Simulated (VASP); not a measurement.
# C8F in VASP: notebook

The runs below take C8F through single point, with PBE+D3(BJ).

Program: VASP 6.6.1. These are calculated values, not measurements. Logs are shortened: lines on timing, memory, paths and dates and some standing lists are left out, and cuts for length are marked.

## Step 1: The cell of the first run

The cell holds a slab with vacuum, 9 atoms: a = 2.465 Å, b = 2.465 Å, c = 29.108 Å, α = 90.00°, β = 90.00°, γ = 120.00°.

## Step 2: Single point, PBE+D3(BJ)

INCAR reads:

```
SYSTEM = C8F
PREC = Accurate ; ENCUT = 520
EDIFF = 1E-7 ; ISMEAR = 0
SIGMA = 0.1 ; LREAL = .False.
LASPH = .True. ; NELM = 80
ALGO = Normal ; ISIF = 2
LWAVE = .False. ; LCHARG = .False.
LDIPOL = .True. ; IDIPOL = 3
DIPOL = 0.5 0.5 0.494 ; GGA = PE
IVDW = 12 ; NBANDS = 30
```

KPOINTS reads:

```
Automatic mesh
0
Gamma
  12 12 1
  0 0 0
```

POSCAR reads:

```
C8F
1.0
    2.4649796670      0.0000000000      0.0000000000
   -1.2324898335      2.1347350114      0.0000000000
    0.0000000000      0.0000000000     29.1076495408
C F
8 1
Direct
    0.0000000000      0.0000000000      0.2920194646
    0.6666666667      0.3333333333      0.2920194566
    0.0000000000      0.0000000000      0.4077696707
    0.3333333333      0.6666666667      0.4077696627
    0.0000000000      0.0000000000      0.5234154694
    0.6666666667      0.3333333333      0.5234498298
    0.0000000000      0.0000000000      0.6528686932
    0.3333333333      0.6666666667      0.6419676701
    0.0000000000      0.0000000000      0.7036820076
```

Potentials or basis: VASP PAW PBE potentials, release 64 (C, F).

On the command line:

```sh
cat potpaw_PBE.64/C/POTCAR potpaw_PBE.64/F/POTCAR > POTCAR
mpirun -np 1 vasp_std > vasp.out
```

OUTCAR:

```text
SYSTEM = C8F
   PREC = Accurate
   ENCUT = 520
   EDIFF = 1E-7
   ISMEAR = 0
   LREAL = .False.
   LASPH = .True.
   NELM = 80
   ISIF = 2
   GGA = PE
   IVDW = 12
 IVDW          = 12

 ion  position               nearest neighbor table
   1  0.000  0.000  0.292-   2 1.42   2 1.42   2 1.42
   2  0.667  0.333  0.292-   1 1.42   1 1.42   1 1.42
   3  0.000  0.000  0.408-   4 1.42   4 1.42   4 1.42
   4  0.333  0.667  0.408-   3 1.42   3 1.42   3 1.42
   5  0.000  0.000  0.523-   6 1.42   6 1.42   6 1.42
   6  0.667  0.333  0.523-   5 1.42   5 1.42   5 1.42
   7  0.000  0.000  0.653-   8 1.46   8 1.46   8 1.46   9 1.48
   8  0.333  0.667  0.642-   7 1.46   7 1.46   7 1.46
   9  0.000  0.000  0.704-   7 1.48

  LATTYP: Found a hexagonal cell.
 ALAT       =     2.4649796670
 C/A-ratio  =    11.8084745000

  Lattice vectors:

 A1 = (   2.4649796670,   0.0000000000,   0.0000000000)
 A2 = (  -1.2324898335,   2.1347350114,   0.0000000000)
 A3 = (   0.0000000000,   0.0000000000,  29.1076495408)

Analysis of symmetry for initial positions (statically):
=====================================================================
 Subroutine PRICEL returns:
 Original cell was already a primitive cell.

 Routine SETGRP: Setting up the symmetry group for a
 hexagonal supercell.

 Subroutine GETGRP returns: Found  6 space group operations
 (whereof  6 operations were pure point group operations)
 out of a pool of 24 trial point group operations.

The static configuration has the point symmetry C_3v.

Analysis of symmetry for dynamics (positions and initial velocities):
=====================================================================
 Subroutine PRICEL returns:
 Original cell was already a primitive cell.

 Routine SETGRP: Setting up the symmetry group for a
 hexagonal supercell.

 Subroutine GETGRP returns: Found  6 space group operations
 (whereof  6 operations were pure point group operations)
 out of a pool of 24 trial point group operations.

The dynamic configuration has the point symmetry C_3v.

 Subroutine INISYM returns: Found  6 space group operations
 (whereof  6 operations are pure point group operations),
 and found     1 'primitive' translations

----------------------------------------------------------------------------------------

                                     Primitive cell

  volume of cell :     153.1667

  direct lattice vectors                    reciprocal lattice vectors
     2.464979667  0.000000000  0.000000000     0.405682860  0.234221108  0.000000000
    -1.232489834  2.134735011  0.000000000     0.000000000  0.468442216  0.000000000
     0.000000000  0.000000000 29.107649541     0.000000000  0.000000000  0.034355230

  length of vectors
     2.464979667  2.464979667 29.107649541     0.468442216  0.468442216  0.034355230

  position of ions in fractional coordinates (direct lattice)
     0.000000000  0.000000000  0.292019465
     0.666666667  0.333333333  0.292019457
     0.000000000  0.000000000  0.407769671
     0.333333333  0.666666667  0.407769663
     0.000000000  0.000000000  0.523415469
     0.666666667  0.333333333  0.523449830
     0.000000000  0.000000000  0.652868693
     0.333333333  0.666666667  0.641967670
     0.000000000  0.000000000  0.703682008

  ion indices of the primitive-cell ions
   primitive index   ion index
                 1           1
                 2           2
                 3           3
                 4           4
                 5           5
                 6           6
                 7           7
                 8           8
                 9           9

----------------------------------------------------------------------------------------

 KPOINTS: Automatic mesh

Automatic generation of k-mesh.
 Grid dimensions read from file:
 generate k-points for:   12   12    1

 Generating k-lattice:

  Cartesian coordinates                     Fractional coordinates (reciprocal lattice)
     0.033806905  0.019518426  0.000000000     0.083333333 -0.000000000  0.000000000
     0.000000000  0.039036851  0.000000000     0.000000000  0.083333333  0.000000000
     0.000000000  0.000000000  0.034355230     0.000000000  0.000000000  1.000000000

  Length of vectors
     0.039036851  0.039036851  0.034355230

  Shift w.r.t. Gamma in fractional coordinates (k-lattice)
     0.000000000  0.000000000  0.000000000

 Subroutine IBZKPT returns following result:
 ===========================================

 Found     19 irreducible k-points:

 Following reciprocal coordinates:
            Coordinates               Weight
  0.000000  0.000000  0.000000      1.000000
  0.083333 -0.000000  0.000000      6.000000
  0.166667 -0.000000  0.000000      6.000000
  0.250000 -0.000000  0.000000      6.000000
  0.333333 -0.000000  0.000000      6.000000
  0.416667  0.000000  0.000000      6.000000
[... 11 lines left out ...]
  0.333333  0.250000  0.000000     12.000000
  0.333333  0.333333  0.000000      2.000000
   k-points           NKPTS =     19   k-points in BZ     NKDIM =     19   number of bands    NBANDS=     30
   number of dos      NEDOS =    301   number of ions     NIONS =      9
   total plane-waves  NPLWV =  69984
   dimension x,y,z NGX =    18 NGY =   18 NGZ =  216
   dimension x,y,z NGXF=    36 NGYF=   36 NGZF=  432
   ions per type =               8   1
   NGX,Y,Z   is equivalent  to a cutoff of  12.14, 12.14, 12.34 a.u.
   NGXF,Y,Z  is equivalent  to a cutoff of  24.28, 24.28, 24.67 a.u.
 SYSTEM =  C8F
   PREC   = accura    normal or accurate (medium, high low for compatibility)
   ISTART =      0    job   : 0-new  1-cont  2-samecut
   ICHARG =      2    charge: 1-file 2-atom 10-const
   ISPIN  =      1    spin polarized calculation?
   LNONCOLLINEAR =      F non collinear calculations
   LSORBIT =      F    spin-orbit coupling
   LASPH  =      T    aspherical Exc in radial PAW
   ENCUT  =  520.0 eV  38.22 Ry    6.18 a.u.   4.58  4.58 54.12*2*pi/ulx,y,z
   NELM   =     80;   NELMIN=  2; NELMDL= -5     # of ELM steps
   EDIFF  = 0.1E-06   stopping-criterion for ELM
   LREAL  =      F    real-space projection
   EDIFFG = 0.1E-05   stopping-criterion for IOM
   NSW    =      0    number of steps for IOM
   IBRION =     -1    ionic relax: 0-MD 1-quasi-New 2-CG
   NFREE  =      0    steps in history (QN), initial steepest desc. (CG)
   ISIF   =      2    stress and relaxation
   ISYM   =      2    0-nonsym 1-usesym 2-fastsym
   POTIM  = 0.5000    time-step for ionic-motion
   TEBEG  =    0.0;   TEEND  =   0.0 temperature during run
   PSTRESS=    0.0 pullay stress
   NELECT =      39.0000    total number of electrons
   NUPDOWN=      -1.0000    fix difference up-down
   EMIN   =  10.00;   EMAX   =-10.00  energy-range for DOS
   EFERMI =   0.00;   METHOD = LEGACY
   ISMEAR =     0;   SIGMA  =   0.10  broadening in eV -4-tet -1-fermi 0-gaus
   EFERMI_NEDOS =   21; number of points for ismear=-14 and -15
   IALGO  =     38    algorithm
   IMIX   =      4    mixing-type and parameters
     AMIX     =   0.40;   BMIX     =  1.00
     AMIX_MAG =   1.60;   BMIX_MAG =  1.00
  volume/ion in A,a.u.               =      17.02       114.85
  Fermi-wavevector in a.u.,A,eV,Ry     =   1.037628  1.960832 14.649001  1.076671
  Thomas-Fermi vector in A             =   2.172074
   LORBIT       =      0    0 simple, 1 ext, 2 COOP (PROOUT), +10 PAW based schemes
   GGA     = PE    functional components
   LHFCALC =     F    Hartree Fock is set to
   AEXX    =    0.0000 exact exchange contribution
   IVDW    =    12    specifies the selected vdW correction
   LEPSILON=     F    determine dielectric tensor
   LRPA    =     F    only Hartree local field effects (RPA)
 non-spin polarized calculation
 Gauss-broadening in eV      SIGMA  =   0.10
  energy-cutoff  :      520.00
  volume of cell :      153.17
 maximum number of plane-waves:      4180
   NGX =  9   NGY =  9   NGZ =109

 dipolmoment           0.000000      0.000000     -0.100770 electrons x Angstroem

 number of electron      38.9999996 magnetization

 dipolmoment           0.000000      0.000000      0.123368 electrons x Angstroem

 Free energy of the ion-electron system (eV)
  ---------------------------------------------------
  ext. energy  EPLUGINS =         0.00000000
  ---------------------------------------------------
  free energy    TOTEN  =       -75.01986311 eV

  energy without entropy =      -75.00588001  energy(sigma->0) =      -75.01287156

 E-fermi :  -1.0522     XC(G=0):  -5.6172

 val. band max:       -1.0558959558   @ k =   0.3333   0.3333   0.0000
 cond. band min:      -1.0507848997   @ k =   0.3333   0.3333   0.0000
 fundamental gap:      0.0051110560
 Fermi energy:        -1.0522330915

 k-point     1 :       0.0000    0.0000    0.0000
  band No.  band energies     occupation
      1     -25.4669      2.00000
      2     -20.6531      2.00000
      3     -20.5427      2.00000
      4     -20.4360      2.00000
      5     -19.3853      2.00000
      6      -9.4466      2.00000
[... 22 lines left out ...]
     29       7.2883      0.00000
     30       7.3030      0.00000

 k-point     2 :       0.0833   -0.0000    0.0000
  band No.  band energies     occupation
      1     -25.3823      2.00000
      2     -20.4879      2.00000
      3     -20.3785      2.00000
      4     -20.2728      2.00000
      5     -19.2486      2.00000
      6      -9.2989      2.00000
[... 22 lines left out ...]
     29       7.4199      0.00000
     30       7.5355      0.00000

 k-point     3 :       0.1667   -0.0000    0.0000
  band No.  band energies     occupation
      1     -25.1439      2.00000
      2     -19.9940      2.00000
      3     -19.8877      2.00000
      4     -19.7849      2.00000
      5     -18.8390      2.00000
      6      -8.9123      2.00000
[... 517 lines left out ...]
     29      10.7054      0.00000
     30      11.0016      0.00000

 k-point    19 :       0.3333    0.3333    0.0000
  band No.  band energies     occupation
      1     -23.8572      2.00000
      2     -13.6886      2.00000
      3     -13.6422      2.00000
      4     -13.6171      2.00000
      5     -13.6147      2.00000
      6     -13.5779      2.00000
[... 22 lines left out ...]
     29      11.4474      0.00000
     30      11.8484      0.00000

------------------------ aborting loop because EDIFF is reached ----------------------------------------

 vacuum level on the upper side and lower side of the slab       (xc-potential included)         2.013        -2.097

 Edisp (eV)   -1.14006

 E8    (eV) :    -0.3275

  FORCE on cell =-STRESS in cart. coord.  units (eV):
  Direction    XX          YY          ZZ          XY          YZ          ZX
  --------------------------------------------------------------------------------------
  -------------------------------------------------------------------------------------
  Total       4.17283     4.17283     0.28297     0.00000    -0.00000     0.00000
  in kB      43.64928    43.64928     2.95998     0.00000    -0.00000     0.00000
  external pressure =       30.09 kB  Pullay stress =        0.00 kB

 VOLUME and BASIS-vectors are now :
 -----------------------------------------------------------------------------
  energy-cutoff  :      520.00
  volume of cell :      153.17
      direct lattice vectors                 reciprocal lattice vectors
     2.464979667  0.000000000  0.000000000     0.405682860  0.234221108  0.000000000
    -1.232489834  2.134735011  0.000000000     0.000000000  0.468442216  0.000000000
     0.000000000  0.000000000 29.107649541     0.000000000  0.000000000  0.034355230

 POSITION                                       TOTAL-FORCE (eV/Angst)
 -----------------------------------------------------------------------------------
      0.00000      0.00000      8.50000        -0.000000     -0.000000      0.007934
      1.23249      0.71158      8.50000         0.000000     -0.000000     -0.011786
      0.00000      0.00000     11.86922         0.000000     -0.000000      0.000689
     -0.00000      1.42316     11.86922        -0.000000      0.000000     -0.000371
      0.00000      0.00000     15.23539         0.000000      0.000000      0.006383
      1.23249      0.71158     15.23639        -0.000000      0.000000     -0.002361
      0.00000      0.00000     19.00347         0.000000      0.000000     -0.217219
     -0.00000      1.42316     18.68617         0.000000     -0.000000     -0.014286
      0.00000      0.00000     20.48253         0.000000     -0.000000      0.231017
 -----------------------------------------------------------------------------------
    total drift:                                0.000000      0.000001      0.000708

  FREE ENERGIE OF THE ION-ELECTRON SYSTEM (eV)
  ---------------------------------------------------
  free  energy   TOTEN  =       -76.1599221924 eV

  energy  without entropy=      -76.1459390934  energy(sigma->0) =      -76.15293064

 vacuum level on the upper side and lower side of the slab         7.445         3.206
```

Wall time 91 s (1 thread of Intel Xeon 6975P-C (Granite Rapids), shared host); peak memory 0.28 GiB.

Results:

```
Free energy                : -76.1599 eV
Largest force              : 0.231 eV/Å
Dispersion energy per atom : -0.127 eV
```

Forces on the atoms (eV/Å):
```
C    0.000  0.000  0.008
C    0.000  0.000 -0.012
C    0.000  0.000  0.001
C    0.000  0.000  0.000
C    0.000  0.000  0.006
C    0.000  0.000 -0.002
C    0.000  0.000 -0.217
C    0.000  0.000 -0.014
F    0.000  0.000  0.231
```

Levels at points of the mesh, in eV from the Fermi level:
```csv
k point,band 17,band 18,band 19,band 20,band 21,band 22
"(0.00, 0.00, 0.00)",-2.97,-1.73,-0.65,-0.65,3.58,4.87
"(0.50, 0.00, 0.00)",-2.33,-2.12,-1.65,0.15,1.54,1.74
```

Caveat: an odd number of electrons without spin polarisation forces a metal; a magnetic or distorted state may lie lower.

## Step 3: Single point, PBE+D3(BJ)

INCAR reads:

```
SYSTEM = C8F
  PREC = Accurate
  ENCUT = 520
  EDIFF = 1E-7
  ISMEAR = 0
  SIGMA = 0.1
  LREAL = .FALSE.
  LASPH = .TRUE.
  NELM = 60
  ALGO = Normal
  ISIF = 2
  LWAVE = .FALSE.
  LCHARG = .FALSE.
  LDIPOL = .TRUE.
  IDIPOL = 3
  DIPOL = 0.5 0.5 0.496
  GGA = PE
  IVDW = 12
  NBANDS = 30
```

KPOINTS reads:

```
Automatic mesh
0
G
  12 12 1
  0 0 0
```

POSCAR reads:

```
C8F
1.0
    2.4649796670      0.0000000000      0.0000000000
   -1.2324898335      2.1347350114      0.0000000000
    0.0000000000      0.0000000000     29.1076495408
C F
8 1
Direct
    0.0000000000      0.0000000000      0.2920194646
    0.6666666667      0.3333333333      0.2920194566
    0.0000000000      0.0000000000      0.4077696707
    0.3333333333      0.6666666667      0.4077696627
    0.0000000000      0.0000000000      0.5233938154
    0.6666666667      0.3333333333      0.5236965592
    0.0000000000      0.0000000000      0.7027754943
    0.3333333333      0.6666666667      0.7027723187
    0.6666666667      0.3333333333      0.6126931960
```

Potentials or basis: VASP PAW PBE potentials, release 64 (C, F).

On the command line:

```sh
cat potpaw_PBE.64/C/POTCAR potpaw_PBE.64/F/POTCAR > POTCAR
mpirun -np 1 vasp_std > vasp.out
```

It took 1.8 min on 1 thread of Intel Xeon 6975P-C (Granite Rapids), shared host; peak memory 0.28 GiB.

Results (log left out):

| Item | Value |
| --- | --- |
| Free energy | -76.3317 eV |
| Largest force | 0.014 eV/Å |
| Dispersion energy per atom | -0.128 eV |

Forces on the atoms (eV/Å):
```
C    0.000  0.000  0.013
C    0.000  0.000 -0.014
C    0.000  0.000  0.006
C    0.000  0.000 -0.006
C    0.000  0.000 -0.001
C    0.000  0.000  0.002
C    0.000  0.000  0.001
C    0.000  0.000  0.001
F    0.000  0.000 -0.002
```

Levels at points of the mesh, in eV from the Fermi level:
```csv
k point,band 18,band 19,band 20,band 21,band 22,band 23
"(0.00, 0.00, 0.00)",-1.61,0.46,0.46,3.61,4.72,4.94
"(0.50, 0.00, 0.00)",-0.95,-0.50,-0.19,1.62,1.95,2.92
```

Caveat: an odd number of electrons without spin polarisation forces a metal; a magnetic or distorted state may lie lower.
